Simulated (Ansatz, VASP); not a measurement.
# Ta in VASP and in Ansatz

File INCAR:

```
PREC = Accurate
ENCUT = 520
EDIFF = 1E-7
ISMEAR = 0
SIGMA = 1.0
LREAL = False
LASPH = True
NELM = 60
ALGO = Normal
ISIF = 2
LWAVE = False
LCHARG = True
GGA = CA
LELF = True
LVHAR = True
NBANDS = 12
```

KPOINTS

```
regular mesh
0
Gamma
  14 14 14
```

File POSCAR:

```
Ta
1.0
   -1.6276710318      1.6276710318      1.6276710318
    1.6276710318     -1.6276710318      1.6276710318
    1.6276710318      1.6276710318     -1.6276710318
Ta
1
Direct
    0.0000000000      0.0000000000      0.0000000000
```

Input for Ansatz:

```yaml
crystal:
  lattice:
    - [-1.6276710318, 1.6276710318, 1.6276710318]
    - [1.6276710318, -1.6276710318, 1.6276710318]
    - [1.6276710318, 1.6276710318, -1.6276710318]
  atoms:
    - { symbol: Ta, position: [0.0, 0.0, 0.0] }
hamiltonian:
  xc: lda
  pseudopotentials:
    kind: paw
    azcp:
      Ta: "pseudopotentials/Ta.paw.azcp"
basis:
  ecutwfc: 420
  fft_grid_basis: typed
kpoints:
  mp_grid: { grid: [14, 14, 14], shift: [0, 0, 0] }
magnetization:
  spin_polarized: false
scf:
  occupations: { method: gaussian, width: 1.0 }
  lower_state_search: "off"
output:
  stress: true
```

Alike in both runs: task single point; functional LDA; k mesh 14 × 14 × 14; occupations gaussian, width 1 eV; no spin polarisation.

|  | VASP | Ansatz |
| --- | --- | --- |
| version | VASP 6.6.1 | Ansatz 0.2.0 |
| potentials or method | VASP PAW LDA potentials, release 64 (Ta_pv), cutoff 520 eV | plane waves (420 eV) with PAW, scalar-relativistic |
| valence electrons in the cell | 11 | 13 |

|  | VASP | Ansatz | Ansatz less VASP |
| --- | --- | --- | --- |
| pressure (GPa) | 3.1 | 2.3 | -0.87 |

Ansatz warns that its potentials were made for another functional, while VASP's fit it. LDA's correlation is that of Perdew and Zunger in VASP and of Perdew and Wang (1992) in Ansatz. VASP's potentials hold 11 valence electrons a cell and Ansatz's 13, so a difference there can come from the potentials and not from the codes.

Spin-orbit coupling is off throughout.
